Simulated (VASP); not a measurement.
A run of VASP 6.6.1 is set up as follows.

Contents of INCAR:

```
SYSTEM = Al2O3
PREC     = Accurate       ! precision mode
ENCUT    = 520            ! plane-wave cutoff, eV
EDIFF    = 1E-6           ! SCF threshold, eV
ISMEAR   = 0              ! smearing method
SIGMA    = 0.01           ! smearing width, eV
LREAL    = .FALSE.        ! projectors in reciprocal space
LASPH    = .TRUE.         ! aspherical terms in the spheres
NELM     = 60             ! most SCF steps
ALGO     = Normal         ! electronic algorithm
ISIF     = 2              ! what is computed and relaxed
LWAVE    = .FALSE.        ! write WAVECAR
LCHARG   = .FALSE.        ! write CHGCAR
GGA      = CA             ! functional
NBANDS   = 35             ! bands
```

File KPOINTS:

```
regular mesh
0
G
  5 5 5
  0 0 0
```

The input POSCAR:

```
Al2O3
1.0
    2.3647307386      1.3652779285      4.2969080631
   -2.3647307386      1.3652779285      4.2969080631
    0.0000000000     -2.7305558570      4.2969080631
Al O
4 6
Direct
    0.3520242925      0.3520242925      0.3520242925
    0.6479757075      0.6479757075      0.6479757075
    0.1479757075      0.1479757075      0.1479757075
    0.8520242925      0.8520242925      0.8520242925
    0.5558449092      0.9441550908      0.2500000000
    0.4441550908      0.0558449092      0.7500000000
    0.2500000000      0.5558449092      0.9441550908
    0.7500000000      0.4441550908      0.0558449092
    0.9441550908      0.2500000000      0.5558449092
    0.0558449092      0.7500000000      0.4441550908
```

Potentials or basis: VASP PAW LDA potentials, release 64 (Al, O).

Command:

```sh
$ cat potpaw_LDA.64/Al/POTCAR potpaw_LDA.64/O/POTCAR > POTCAR
$ mpirun -np 1 vasp_std > vasp.out
```

(1) Estimate the largest force.

(2) Predict the band gap on the k mesh.

(3) What does it give for the pressure?

## Answers

(1) 0.011 eV/Å.

(2) 6.44 eV.

(3) 0.8 GPa.
